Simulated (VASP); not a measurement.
# InSb2As3 (Fd-3m) in VASP: notebook, part 2 of 2

VASP 6.6.1. Earlier steps stand in the parts before.

### Step 5. Single point, PBE

This run uses another cell than the first one, of 36.53 Å³/atom, 1.411 times its volume.

File INCAR:

```
SYSTEM = InSb2As3
ALGO = Normal ; EDIFF = 1E-6
ENCUT = 520 ; GGA = PE
ISIF = 2 ; ISMEAR = 0
LASPH = .TRUE. ; LCHARG = .TRUE.
LELF = .TRUE. ; LREAL = .FALSE.
LVHAR = .TRUE. ; LWAVE = .FALSE.
NBANDS = 50 ; NELM = 100
PREC = Accurate ; SIGMA = 0.1
```

File KPOINTS:

```
k-points
0
G
  6 6 6
  0 0 0
```

File POSCAR:

```
InSb2As3
1.0
    0.0000000000      6.0290487254      6.0290487254
    6.0290487254      0.0000000000      6.0290487254
    6.0290487254      6.0290487254      0.0000000000
In Sb As
2 4 6
Direct
    0.5000000000      0.5000000000      0.5000000000
    0.7500000000      0.7500000000      0.7500000000
    0.1250000000      0.1250000000      0.1250000000
    0.1250000000      0.1250000000      0.6250000000
    0.1250000000      0.6250000000      0.1250000000
    0.6250000000      0.1250000000      0.1250000000
    0.6250000000      0.6250000000      0.6250000000
    0.6250000000      0.6250000000      0.1250000000
    0.6250000000      0.1250000000      0.6250000000
    0.1250000000      0.6250000000      0.6250000000
    0.2500000000      0.2500000000      0.2500000000
    0.0000000000      0.0000000000      0.0000000000
```

Potentials or basis: VASP PAW PBE potentials, release 64 (In_d, Sb, As).

On the command line:

```bash
$ cat potpaw_PBE.64/In_d/POTCAR potpaw_PBE.64/Sb/POTCAR potpaw_PBE.64/As/POTCAR > POTCAR
$ mpirun -np 1 vasp_std > vasp.out
```

OUTCAR:

```text
SYSTEM = InSb2As3
   EDIFF = 1E-6
   ENCUT = 520
   GGA = PE
   ISIF = 2
   ISMEAR = 0
   LASPH = .TRUE.
   LREAL = .FALSE.
   NELM = 100
   PREC = Accurate

 ion  position               nearest neighbor table
   1  0.500  0.500  0.500-   7 2.61   8 2.61   9 2.61  10 2.61
   2  0.750  0.750  0.750-   7 2.61   8 2.61   9 2.61  10 2.61
   3  0.125  0.125  0.125-  11 2.61  12 2.61
   4  0.125  0.125  0.625-  11 2.61  12 2.61
   5  0.125  0.625  0.125-  11 2.61  12 2.61
   6  0.625  0.125  0.125-  11 2.61  12 2.61
   7  0.625  0.625  0.625-   1 2.61   2 2.61
   8  0.625  0.625  0.125-   1 2.61   2 2.61
   9  0.625  0.125  0.625-   1 2.61   2 2.61
  10  0.125  0.625  0.625-   1 2.61   2 2.61
  11  0.250  0.250  0.250-   3 2.61   4 2.61   5 2.61   6 2.61
  12  0.000  0.000  0.000-   3 2.61   4 2.61   5 2.61   6 2.61

  LATTYP: Found a face centered cubic cell.
 ALAT       =    12.0580974508

  Lattice vectors:

 A1 = (   0.0000000000,   6.0290487254,   6.0290487254)
 A2 = (   6.0290487254,   0.0000000000,   6.0290487254)
 A3 = (   6.0290487254,   6.0290487254,   0.0000000000)

Analysis of symmetry for initial positions (statically):
=====================================================================
 Subroutine PRICEL returns:
 Original cell was already a primitive cell.

 Routine SETGRP: Setting up the symmetry group for a
 face centered cubic supercell.

 Subroutine GETGRP returns: Found 48 space group operations
 (whereof 24 operations were pure point group operations)
 out of a pool of 48 trial point group operations.

The static configuration has the point symmetry T_d .
 The point group associated with its full space group is O_h .

Analysis of symmetry for dynamics (positions and initial velocities):
=====================================================================
[... 149 lines left out ...]
   AEXX    =    0.0000 exact exchange contribution
   IVDW    =     0    specifies the selected vdW correction
   LEPSILON=     F    determine dielectric tensor
   LRPA    =     F    only Hartree local field effects (RPA)
 non-spin polarized calculation
 Gauss-broadening in eV      SIGMA  =   0.10
  energy-cutoff  :      520.00
  volume of cell :      438.30
 maximum number of plane-waves:     11862
   NGX = 31   NGY = 31   NGZ = 31

 number of electron      75.9999985 magnetization

 Free energy of the ion-electron system (eV)
  ---------------------------------------------------
  ext. energy  EPLUGINS =         0.00000000
  ---------------------------------------------------
  free energy    TOTEN  =       -38.90875696 eV

  energy without entropy =      -38.83093676  energy(sigma->0) =      -38.86984686

 E-fermi :   2.5799     XC(G=0):  -8.1346

 val. band max:        2.5671154191   @ k =   0.3333   0.1667   0.0000
 cond. band min:       2.5870496493   @ k =   0.1667   0.0000   0.0000
 fundamental gap:      0.0199342302
 Fermi energy:         2.5798675693

 k-point     1 :       0.0000    0.0000    0.0000
  band No.  band energies     occupation
      1     -12.0513      2.00000
      2     -12.0513      2.00000
      3     -12.0513      2.00000
      4     -11.9860      2.00000
      5     -11.9860      2.00000
      6     -11.9860      2.00000
[... 837 lines left out ...]
     49       6.6848      0.00000
     50       6.6865      0.00000

------------------------ aborting loop because EDIFF is reached ----------------------------------------

  FORCE on cell =-STRESS in cart. coord.  units (eV):
  Direction    XX          YY          ZZ          XY          YZ          ZX
  --------------------------------------------------------------------------------------
  -------------------------------------------------------------------------------------
  Total        0.1223966      0.1223966      0.1223966      0.0000000      0.0000000      0.0000000
  in kB        0.4474078      0.4474078      0.4474078      0.0000000      0.0000000      0.0000000
  external PRESSURE =       0.4474078 kB  Pullay stress =       0.0000000 kB

 VOLUME and BASIS-vectors are now :
 -----------------------------------------------------------------------------
  energy-cutoff  :      520.00
  volume of cell :      438.30
      direct lattice vectors                 reciprocal lattice vectors
     0.000000000  6.029048725  6.029048725    -0.082931823  0.082931823  0.082931823
     6.029048725  0.000000000  6.029048725     0.082931823 -0.082931823  0.082931823
     6.029048725  6.029048725  0.000000000     0.082931823  0.082931823 -0.082931823

 POSITION                                       TOTAL-FORCE (eV/Angst)
 -----------------------------------------------------------------------------------
      6.02905      6.02905      6.02905         0.000000      0.000000      0.000000
      9.04357      9.04357      9.04357        -0.000000     -0.000000     -0.000000
      1.50726      1.50726      1.50726        -0.000000      0.000000      0.000000
      4.52179      4.52179      1.50726        -0.000000      0.000000      0.000000
      4.52179      1.50726      4.52179        -0.000000      0.000000      0.000000
      1.50726      4.52179      4.52179        -0.000000      0.000000      0.000000
      7.53631      7.53631      7.53631        -0.000000      0.000000      0.000000
      4.52179      4.52179      7.53631        -0.000000      0.000000      0.000000
      4.52179      7.53631      4.52179        -0.000000      0.000000      0.000000
      7.53631      4.52179      4.52179        -0.000000      0.000000      0.000000
      3.01452      3.01452      3.01452        -0.000000     -0.000000     -0.000000
      0.00000      0.00000      0.00000         0.000000      0.000000      0.000000
 -----------------------------------------------------------------------------------
    total drift:                               -0.000000     -0.000000     -0.000000

  FREE ENERGIE OF THE ION-ELECTRON SYSTEM (eV)
  ---------------------------------------------------
  free  energy   TOTEN  =       -38.9087569552 eV

  energy  without entropy=      -38.8309367591  energy(sigma->0) =      -38.86984686
```

OSZICAR:

```text
N       E                     dE             d eps       ncg     rms          rms(c)
DAV:   1     0.538255835122E+03    0.53826E+03   -0.28882E+04  1600   0.131E+03
DAV:   2     0.265738825120E+02   -0.51168E+03   -0.49347E+03  1766   0.288E+02
DAV:   3    -0.367968176282E+02   -0.63371E+02   -0.60408E+02  2032   0.120E+02
DAV:   4    -0.401929094145E+02   -0.33961E+01   -0.33294E+01  1800   0.297E+01
DAV:   5    -0.403623951507E+02   -0.16949E+00   -0.16925E+00  2336   0.700E+00    0.931E+00
DAV:   6    -0.404160853455E+02   -0.53690E-01   -0.21731E+01  2206   0.102E+01    0.738E+00
DAV:   7    -0.389072315453E+02    0.15089E+01   -0.44979E+00  1824   0.464E+00    0.336E+00
DAV:   8    -0.389145183734E+02   -0.72868E-02   -0.32608E-01  1856   0.195E+00    0.102E+00
DAV:   9    -0.389083631621E+02    0.61552E-02   -0.45121E-02  2190   0.685E-01    0.310E-01
DAV:  10    -0.389085590124E+02   -0.19585E-03   -0.74029E-03  2016   0.301E-01    0.158E-01
DAV:  11    -0.389087187616E+02   -0.15975E-03   -0.82184E-04  1796   0.112E-01    0.363E-02
DAV:  12    -0.389087525874E+02   -0.33826E-04   -0.91378E-05  2368   0.370E-02    0.176E-02
DAV:  13    -0.389087562834E+02   -0.36959E-05   -0.98141E-06  1754   0.132E-02    0.710E-03
DAV:  14    -0.389087569552E+02   -0.67177E-06   -0.27896E-06  1472   0.638E-03
   1 F= -.38908757E+02 E0= -.38869847E+02  d E =-.778202E-01
```

stdout:

```text
POSCAR found type information on POSCAR InSbAs
 POSCAR found :  3 types and      12 ions
 scaLAPACK will be used
 LDA part: xc-table for (Slater+PW92), standard interpolation
 POSCAR, INCAR and KPOINTS ok, starting setup
 FFT: planning ... GRIDC
 FFT: planning ... GRID_SOFT
 FFT: planning ... GRID
 WAVECAR not read
 entering main loop
```

Run time: 11 min. Hardware: 1 thread of Intel Xeon 6975P-C, shared host; peak memory 0.76 GiB.

What came out:

```
Free energy            : -38.9088 eV
Pressure               : 0.0 GPa
Band gap on the k mesh : zero (band 38 reaches 2.76 eV, above the bottom of band 39 at 2.54 eV)
```

Levels at points of the mesh, in eV from the Fermi level:
| k point | band 35 | band 36 | band 37 | band 38 | band 39 | band 40 | band 41 | band 42 |
| --- | --- | --- | --- | --- | --- | --- | --- | --- |
| (0.00, 0.00, 0.00) | -0.08 | -0.08 | 0.02 | 0.02 | 0.02 | 0.58 | 0.58 | 0.83 |
| (0.50, 0.00, 0.00) | -0.54 | -0.39 | -0.39 | 0.13 | 0.13 | 0.18 | 0.48 | 0.51 |
| (0.50, 0.50, 0.00) | -0.57 | -0.57 | -0.33 | -0.33 | -0.02 | -0.02 | 0.12 | 0.12 |

Caveat: spin-orbit coupling is left out, which moves the levels of the heavy elements.

### Step 6. Overview

```tsv
task	cell	k mesh	cutoff (eV)	gap on the mesh (eV)	pressure (GPa)
single point	a = 7.602 Å, angles 60.0°, 12 atoms	4 × 4 × 4	520	none	24.3
single point	a = 8.512 Å, angles 60.0°, 12 atoms	4 × 4 × 4	520	none	0.1
relaxation of cell and atoms	relaxed from a = 7.602 Å, angles 60.0°, 12 atoms	4 × 4 × 4	600	none	-0.1
single point	a = 8.526 Å, angles 60.0°, 12 atoms	6 × 6 × 6	520	none	0.0
```

Alike in all rows: level PBE; potentials or basis VASP PAW PBE potentials, release 64 (In_d, Sb, As); no spin polarisation; smearing gaussian 0.1 eV.

Caveats: spin-orbit coupling is left out, which moves the levels of the heavy elements; the volume moved by over 15 % at a fixed basis, so the end points are rough (some runs).

Total energies depend on the potentials used, so only differences within one code and one set of settings carry meaning.
